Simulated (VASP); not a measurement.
# Pt in VASP: notebook

The runs below take Pt through single point, with r2SCAN.

Program: VASP 6.6.1. These are calculated values, not measurements. Logs are shortened: lines on timing, memory, paths and dates and some standing lists are left out, and cuts for length are marked.

### Step 1. The cell of the first run

The typed cell holds 2 atoms: a = 4.177 Å, b = 4.177 Å, c = 2.749 Å, α = 90.00°, β = 139.47°, γ = 90.00°.

### Step 2. Single point, r2SCAN

Input file POSCAR:

```
Pt
1.0
    4.1772295240      0.0000000000     -0.0012359772
    0.0000000000      4.1772297069      0.0000000000
   -2.0891582260      0.0000000000      1.7873956847
Pt
2
Direct
    0.0000000000      0.0000000000      0.0000000000
    0.5000000000      0.5000000000      0.0000000000
```

Input file INCAR.step1:

```
SYSTEM = Pt
ALGO = Normal
EDIFF = 1E-4
ENCUT = 520
GGA = PE
ISMEAR = 0
ISYM = 0
LASPH = .True.
LCHARG = .False.
LREAL = .False.
LWAVE = .True.
NBANDS = 17
NELM = 100
PREC = Accurate
SIGMA = 0.1
```

Input file INCAR.step2:

```
SYSTEM = Pt
ALGO = Normal
EDIFF = 1E-6
ENCUT = 520
ISIF = 2
ISMEAR = 0
ISTART = 1
ISYM = 0
LASPH = .True.
LCHARG = .False.
LMIXTAU = .True.
LREAL = .False.
LWAVE = .False.
METAGGA = R2SCAN
NBANDS = 17
NELM = 100
PREC = Accurate
SIGMA = 0.1
```

Input file KPOINTS:

```
k-points
0
Gamma
  8 8 19
  0 0 0
```

Potentials or basis: VASP PAW PBE potentials, release 64 (Pt).

On the command line:

```
cat potpaw_PBE.64/Pt/POTCAR > POTCAR
cp INCAR.step1 INCAR
mpirun -np 1 vasp_std > vasp.out
cp INCAR.step2 INCAR
mpirun -np 1 vasp_std > vasp.out
```

OUTCAR:

```text
SYSTEM = Pt
   EDIFF = 1E-6
   ENCUT = 520
   ISIF = 2
   ISMEAR = 0
   ISTART = 1
   ISYM = 0
   LASPH = .True.
   LREAL = .False.
   METAGGA = R2SCAN
   NELM = 100
   PREC = Accurate

 ion  position               nearest neighbor table
   1  0.000  0.000  0.000-   2 2.75   2 2.75   2 2.75   2 2.75   2 2.95   2 2.95   2 2.95   2 2.95

   2  0.500  0.500  0.000-   1 2.75   1 2.75   1 2.75   1 2.75   1 2.95   1 2.95   1 2.95   1 2.95

IMPORTANT INFORMATION: All symmetrisations will be switched off!
NOSYMM: (Re-)initialisation of all symmetry stuff for point group C_1.

----------------------------------------------------------------------------------------

                                     Primitive cell

  volume of cell :      31.1779

  direct lattice vectors                    reciprocal lattice vectors
     4.177229524  0.000000000 -0.001235977     0.239475938  0.000000000  0.279906195
     0.000000000  4.177229707  0.000000000     0.000000000  0.239393107  0.000000000
    -2.089158226  0.000000000  1.787395685     0.000165597  0.000000000  0.559666763

  length of vectors
     4.177229707  4.177229707  2.749430019     0.368369655  0.239393107  0.559666788

  position of ions in fractional coordinates (direct lattice)
     0.000000000  0.000000000  0.000000000
     0.500000000  0.500000000  0.000000000

  ion indices of the primitive-cell ions
   primitive index   ion index
                 1           1
                 2           2

----------------------------------------------------------------------------------------

 KPOINTS: k-points

Automatic generation of k-mesh.
 Grid dimensions read from file:
 generate k-points for:    8    8   19

 Generating k-lattice:

  Cartesian coordinates                     Fractional coordinates (reciprocal lattice)
     0.029934492  0.000000000  0.034988274     0.125000000  0.000000000  0.000000000
     0.000000000  0.029924138  0.000000000     0.000000000  0.125000000  0.000000000
     0.000008716  0.000000000  0.029456145     0.000000000  0.000000000  0.052631579

  Length of vectors
     0.046046207  0.029924138  0.029456147

  Shift w.r.t. Gamma in fractional coordinates (k-lattice)
     0.000000000  0.000000000  0.000000000

 Subroutine IBZKPT returns following result:
 ===========================================

 Found    610 irreducible k-points:
[... 42 lines left out ...]
   LSORBIT =      F    spin-orbit coupling
   LASPH  =      T    aspherical Exc in radial PAW
   ENCUT  =  520.0 eV  38.22 Ry    6.18 a.u.   7.77  7.77  5.11*2*pi/ulx,y,z
   NELM   =    100;   NELMIN=  2; NELMDL=  0     # of ELM steps
   EDIFF  = 0.1E-05   stopping-criterion for ELM
   LREAL  =      F    real-space projection
   EDIFFG = 0.1E-04   stopping-criterion for IOM
   NSW    =      0    number of steps for IOM
   IBRION =     -1    ionic relax: 0-MD 1-quasi-New 2-CG
   NFREE  =      0    steps in history (QN), initial steepest desc. (CG)
   ISIF   =      2    stress and relaxation
   ISYM   =      0    0-nonsym 1-usesym 2-fastsym
   POTIM  = 0.5000    time-step for ionic-motion
   TEBEG  =    0.0;   TEEND  =   0.0 temperature during run
   PSTRESS=    0.0 pullay stress
   NELECT =      20.0000    total number of electrons
   NUPDOWN=      -1.0000    fix difference up-down
   EMIN   =  10.00;   EMAX   =-10.00  energy-range for DOS
   EFERMI =   0.00;   METHOD = LEGACY
   ISMEAR =     0;   SIGMA  =   0.10  broadening in eV -4-tet -1-fermi 0-gaus
   EFERMI_NEDOS =   21; number of points for ismear=-14 and -15
   IALGO  =     38    algorithm
   IMIX   =      4    mixing-type and parameters
     AMIX     =   0.40;   BMIX     =  1.00
     AMIX_MAG =   1.60;   BMIX_MAG =  1.00
  volume/ion in A,a.u.               =      15.59       105.20
  Fermi-wavevector in a.u.,A,eV,Ry     =   1.411895  2.668095 27.122504  1.993448
  Thomas-Fermi vector in A             =   2.533700
   LORBIT       =      0    0 simple, 1 ext, 2 COOP (PROOUT), +10 PAW based schemes
   METAGGA = R2SCAN    functional components
   LHFCALC =     F    Hartree Fock is set to
   AEXX    =    0.0000 exact exchange contribution
   IVDW    =     0    specifies the selected vdW correction
   LEPSILON=     F    determine dielectric tensor
   LRPA    =     F    only Hartree local field effects (RPA)
 non-spin polarized calculation
 Gauss-broadening in eV      SIGMA  =   0.10
  energy-cutoff  :      520.00
  volume of cell :       31.18
 maximum number of plane-waves:       856
   NGX = 15   NGY = 15   NGZ = 11

 number of electron      20.0000001 magnetization

 Free energy of the ion-electron system (eV)
  ---------------------------------------------------
  ext. energy  EPLUGINS =         0.00000000
  ---------------------------------------------------
  free energy    TOTEN  =      -102.93357445 eV

  energy without entropy =     -102.92161563  energy(sigma->0) =     -102.92759504

 E-fermi :  10.2781     XC(G=0): -14.3849

 val. band max:       10.2681677363   @ k =   0.2500   0.1250  -0.3684
 cond. band min:      10.2824446508   @ k =  -0.1250   0.0000   0.4737
 fundamental gap:      0.0142769145
 Fermi energy:        10.2780837167

 k-point     1 :       0.0000    0.0000    0.0000
  band No.  band energies     occupation
      1       0.2951      2.00000
      2       3.3914      2.00000
      3       4.1074      2.00000
      4       6.3095      2.00000
      5       6.3113      2.00000
      6       7.7141      2.00000
[... 457 lines left out ...]
      4       5.6922      2.00000
      5       6.6862      2.00000
      6       6.7980      2.00000
[... 9 lines left out ...]
     16      27.1055      0.00000
     17      28.4406      0.00000

 [... further k-points ...]

------------------------ aborting loop because EDIFF is reached ----------------------------------------

  FORCE on cell =-STRESS in cart. coord.  units (eV):
  Direction    XX          YY          ZZ          XY          YZ          ZX
  --------------------------------------------------------------------------------------
  -------------------------------------------------------------------------------------
  Total       -0.8933553     -0.8650121      0.1199624      0.0000000      0.0000000      0.0002689
  in kB      -45.9079220    -44.4514160      6.1646538      0.0000016      0.0000005      0.0138170
  external PRESSURE =     -28.0648947 kB  Pullay stress =       0.0000000 kB

 VOLUME and BASIS-vectors are now :
 -----------------------------------------------------------------------------
  energy-cutoff  :      520.00
  volume of cell :       31.18
      direct lattice vectors                 reciprocal lattice vectors
     4.177229524  0.000000000 -0.001235977     0.239475938  0.000000000  0.279906195
     0.000000000  4.177229707  0.000000000     0.000000000  0.239393107  0.000000000
    -2.089158226  0.000000000  1.787395685     0.000165597  0.000000000  0.559666763

 POSITION                                       TOTAL-FORCE (eV/Angst)
 -----------------------------------------------------------------------------------
      0.00000      0.00000      0.00000         0.000000     -0.000000      0.000000
      2.08861      2.08861     -0.00062        -0.000000      0.000000     -0.000000
 -----------------------------------------------------------------------------------
    total drift:                               -0.000000      0.000000      0.000000

  FREE ENERGIE OF THE ION-ELECTRON SYSTEM (eV)
  ---------------------------------------------------
  free  energy   TOTEN  =      -102.9335744532 eV

  energy  without entropy=     -102.9216156284  energy(sigma->0) =     -102.92759504
```

OUTCAR.step1:

```text
SYSTEM = Pt
   EDIFF = 1E-4
   ENCUT = 520
   GGA = PE
   ISMEAR = 0
   ISYM = 0
[... 665 lines left out ...]
      0.00000      0.00000      0.00000        -0.000001      0.000005      0.000000
      2.08861      2.08861     -0.00062         0.000001     -0.000005     -0.000000
 -----------------------------------------------------------------------------------
    total drift:                                0.000003      0.000002     -0.000005

  FREE ENERGIE OF THE ION-ELECTRON SYSTEM (eV)
  ---------------------------------------------------
  free  energy   TOTEN  =       -12.1248546727 eV

  energy  without entropy=      -12.1107393277  energy(sigma->0) =      -12.11779700
```

OSZICAR.step1:

```text
N       E                     dE             d eps       ncg     rms          rms(c)
DAV:   1     0.103337421359E+03    0.10334E+03   -0.10251E+04 21124   0.112E+03
DAV:   2    -0.109650118481E+02   -0.11430E+03   -0.10836E+03 22671   0.245E+02
DAV:   3    -0.128563345805E+02   -0.18913E+01   -0.18652E+01 25098   0.313E+01
DAV:   4    -0.128666750898E+02   -0.10341E-01   -0.10339E-01 23672   0.246E+00
DAV:   5    -0.128667767100E+02   -0.10162E-03   -0.10162E-03 25423   0.252E-01    0.164E+01
DAV:   6    -0.121985095257E+02    0.66827E+00   -0.10447E+00 21799   0.903E+00    0.866E+00
DAV:   7    -0.121316244151E+02    0.66885E-01   -0.19060E-01 23859   0.383E+00    0.299E+00
DAV:   8    -0.121252742249E+02    0.63502E-02   -0.19830E-02 22341   0.113E+00    0.781E-01
DAV:   9    -0.121248473118E+02    0.42691E-03   -0.39103E-04 22919   0.166E-01    0.530E-02
DAV:  10    -0.121248546727E+02   -0.73609E-05   -0.84128E-06 11025   0.239E-02
   1 F= -.12124855E+02 E0= -.12117797E+02  d E =-.141153E-01
```

Wall time 11 min (1 thread of Intel Xeon Platinum 8259CL at 2.50GHz (Skylake/Cascade Lake), shared host); peak memory 0.38 GiB.

Results:

```yaml
Free_energy: -102.9336 eV
Pressure: -2.8 GPa
Band_gap_on_the_k_mesh: zero (band 10 reaches 11.18 eV, above the bottom of band 11 at 9.31 eV)
```

Caveat: the PAW data sets were made with another functional, which shifts forces and pressure a little; spin-orbit coupling is left out, which moves the levels of the heavy elements.

### Step 3. Single point, r2SCAN

This run uses another cell than the first one, of 16.02 Å³/atom, 1.028 times its volume.

Input file POSCAR:

```
Pt
1.0
    4.1772297069      0.0000000000      0.0000000000
    0.0000000000      4.1772297069      0.0000000000
   -2.0886148535      0.0000000000      1.8367440195
Pt
2
Direct
    0.0000000000      0.0000000000      0.0000000000
    0.5000000000      0.5000000000      0.0000000000
```

Input file INCAR.step1:

```
SYSTEM = Pt
PREC     = Accurate       ! precision mode
ENCUT    = 520            ! plane-wave cutoff, eV
ISMEAR   = 0              ! smearing method
SIGMA    = 0.1            ! smearing width, eV
LREAL    = .FALSE.        ! projectors in reciprocal space
LASPH    = .TRUE.         ! aspherical terms in the spheres
NELM     = 100            ! most SCF steps
NBANDS   = 17             ! bands
ISYM     = 0            
GGA      = PE             ! functional
ALGO     = Normal         ! electronic algorithm
EDIFF    = 1E-4           ! SCF threshold, eV
LWAVE    = .TRUE.         ! write WAVECAR
LCHARG   = .FALSE.        ! write CHGCAR
```

Input file INCAR.step2:

```
SYSTEM = Pt
PREC     = Accurate       ! precision mode
ENCUT    = 520            ! plane-wave cutoff, eV
EDIFF    = 1E-6           ! SCF threshold, eV
ISMEAR   = 0              ! smearing method
SIGMA    = 0.1            ! smearing width, eV
LREAL    = .FALSE.        ! projectors in reciprocal space
LASPH    = .TRUE.         ! aspherical terms in the spheres
NELM     = 100            ! most SCF steps
ALGO     = Normal         ! electronic algorithm
ISIF     = 2              ! what is computed and relaxed
LWAVE    = .FALSE.        ! write WAVECAR
LCHARG   = .FALSE.        ! write CHGCAR
METAGGA  = R2SCAN         ! meta-GGA
LMIXTAU  = .TRUE.       
NBANDS   = 17             ! bands
ISYM     = 0            
ISTART   = 1
```

Input file KPOINTS:

```
Automatic mesh
0
G
  8 8 19
  0 0 0
```

Potentials or basis: VASP PAW PBE potentials, release 64 (Pt).

On the command line:

```
cat potpaw_PBE.64/Pt/POTCAR > POTCAR
cp INCAR.step1 INCAR
mpirun -np 1 vasp_std > vasp.out
cp INCAR.step2 INCAR
mpirun -np 1 vasp_std > vasp.out
```

Wall time 15 min (1 thread of Intel Xeon Platinum 8375C at 2.90GHz (Ice Lake), shared host); peak memory 0.39 GiB.

It converged, with:

```yaml
Free_energy: -102.9165 eV
Pressure: -9.6 GPa
Band_gap_on_the_k_mesh: zero (band 10 reaches 10.61 eV, above the bottom of band 11 at 8.87 eV)
```

Stress tensor (GPa, compression positive):
```
-11.07   0.00  -0.02
  0.00 -10.86   0.00
 -0.02   0.00  -6.80
```

Levels at points of the mesh, in eV from the Fermi level:
```tsv
k point	band 8	band 9	band 10	band 11	band 12	band 13
(0.00, 0.00, 0.00)	-0.92	-0.17	-0.04	0.96	1.43	7.79
(0.50, 0.00, 0.00)	-2.06	-1.39	-1.39	2.31	2.31	10.15
(0.00, 0.50, 0.00)	-1.88	-1.51	-1.51	-0.75	-0.75	17.01
(0.50, 0.50, 0.00)	-0.31	0.10	0.10	0.50	0.50	5.89
```

Caveat: the PAW data sets were made with another functional, which shifts forces and pressure a little; spin-orbit coupling is left out, which moves the levels of the heavy elements.

### Step 4. Single point, r2SCAN

Input file POSCAR:

```
Pt
1.0
    4.1772295240      0.0000000000     -0.0012359772
    0.0000000000      4.1772297069      0.0000000000
   -2.0891582260      0.0000000000      1.7873956847
Pt
2
Direct
    0.0000000000      0.0000000000      0.0000000000
    0.5000000000      0.5000000000      0.0000000000
```

Input file INCAR.step1:

```
SYSTEM = Pt
ALGO     = Normal         ! electronic algorithm
EDIFF    = 1E-4           ! SCF threshold, eV
ENCUT    = 520            ! plane-wave cutoff, eV
GGA      = PE             ! functional
ISMEAR   = 0              ! smearing method
LASPH    = .TRUE.         ! aspherical terms in the spheres
LCHARG   = .FALSE.        ! write CHGCAR
LREAL    = .FALSE.        ! projectors in reciprocal space
LWAVE    = .TRUE.         ! write WAVECAR
NBANDS   = 17             ! bands
NELM     = 100            ! most SCF steps
PREC     = Accurate       ! precision mode
SIGMA    = 0.1            ! smearing width, eV
```

Input file INCAR.step2:

```
SYSTEM = Pt
ALGO     = Normal         ! electronic algorithm
EDIFF    = 1E-6           ! SCF threshold, eV
ENCUT    = 520            ! plane-wave cutoff, eV
ISIF     = 2              ! what is computed and relaxed
ISMEAR   = 0              ! smearing method
ISTART   = 1            
LASPH    = .TRUE.         ! aspherical terms in the spheres
LCHARG   = .FALSE.        ! write CHGCAR
LMIXTAU  = .TRUE.       
LREAL    = .FALSE.        ! projectors in reciprocal space
LWAVE    = .FALSE.        ! write WAVECAR
METAGGA  = R2SCAN         ! meta-GGA
NBANDS   = 17             ! bands
NELM     = 100            ! most SCF steps
PREC     = Accurate       ! precision mode
SIGMA    = 0.1            ! smearing width, eV
```

Input file KPOINTS:

```
k-points
0
G
  8 8 19
  0 0 0
```

On the command line:

```
cat potpaw_PBE.64/Pt/POTCAR > POTCAR
cp INCAR.step1 INCAR
mpirun -np 1 vasp_std > vasp.out
cp INCAR.step2 INCAR
mpirun -np 1 vasp_std > vasp.out
```

It took 7 min on 1 thread of Intel Xeon Platinum 8375C at 2.90GHz (Ice Lake), shared host; peak memory 0.3 GiB.

Results (log left out):

| Property | Result |
| --- | --- |
| Free energy | -102.9336 eV |
| Pressure | -2.8 GPa |
| Band gap on the k mesh | zero (band 10 reaches 11.18 eV, above the bottom of band 11 at 9.31 eV) |

Stress tensor (GPa, compression positive):
```
-4.59  0.00  0.00
 0.00 -4.44  0.00
 0.00  0.00  0.62
```

Levels at points of the mesh, in eV from the Fermi level:
| k point | band 6 | band 7 | band 8 | band 9 | band 10 | band 11 | band 12 | band 13 | band 14 | band 15 |
| --- | --- | --- | --- | --- | --- | --- | --- | --- | --- | --- |
| (0.00, 0.00, 0.00) | -2.56 | -2.42 | -0.87 | -0.25 | -0.14 | 1.08 | 1.23 | 7.89 | 12.73 | 13.75 |
| (0.50, 0.00, 0.00) | -3.96 | -2.03 | -2.03 | -1.43 | -1.43 | 2.49 | 2.49 | 10.17 | 10.17 | 12.80 |
| (0.00, 0.50, 0.00) | -3.25 | -1.94 | -1.94 | -1.49 | -1.49 | -0.81 | -0.81 | 17.12 | 17.12 | 17.61 |
| (0.50, 0.50, 0.00) | -2.72 | -0.40 | -0.40 | 0.03 | 0.03 | 0.64 | 0.64 | 6.18 | 6.18 | 14.84 |

Caveat: the PAW data sets were made with another functional, which shifts forces and pressure a little; spin-orbit coupling is left out, which moves the levels of the heavy elements.
